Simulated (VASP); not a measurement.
A run of VASP 6.6.1 is set up as follows.

Contents of INCAR:

```
SYSTEM = Rh
ALGO = Normal ; EDIFF = 1E-7
ENCUT = 520 ; GGA = PS
ISIF = 2 ; ISMEAR = -1
LASPH = .TRUE. ; LCHARG = .FALSE.
LREAL = .FALSE. ; LWAVE = .FALSE.
NBANDS = 38 ; NELM = 100
PREC = Accurate ; SIGMA = 0.1
```

The input KPOINTS:

```
k-points
0
G
  10 10 3
  0 0 0
```

File POSCAR:

```
Rh
1.0
    2.7154616537      0.0000000000      0.0000000000
   -1.3577308268      2.3516587737      0.0000000000
    0.0000000000      0.0000000000      8.8755901607
Rh
4
Direct
    0.0000000000      0.0000000000      0.0000000000
    0.3333333333      0.6666666667      0.2500000000
    0.0000000000      0.0000000000      0.5000000000
    0.6666666667      0.3333333333      0.7500000000
```

Potentials or basis: VASP PAW PBE potentials, release 64 (Rh_pv).

Command:

```bash
$ cat potpaw_PBE.64/Rh_pv/POTCAR > POTCAR
$ mpirun -np 1 vasp_std > vasp.out
```

Problem. Estimate the band gap on the k mesh.

Solution. Zero (band 30 reaches 12.02 eV, above the bottom of band 31 at 10.26 eV).

Problem. What does it give for the pressure?

Solution. -11.9 GPa.

Stress tensor (GPa, compression positive):
```
-12.00   0.00   0.00
  0.00 -12.00   0.00
  0.00   0.00 -11.82
```

Caveat: the PAW data sets were made with another functional, which shifts forces and pressure a little.
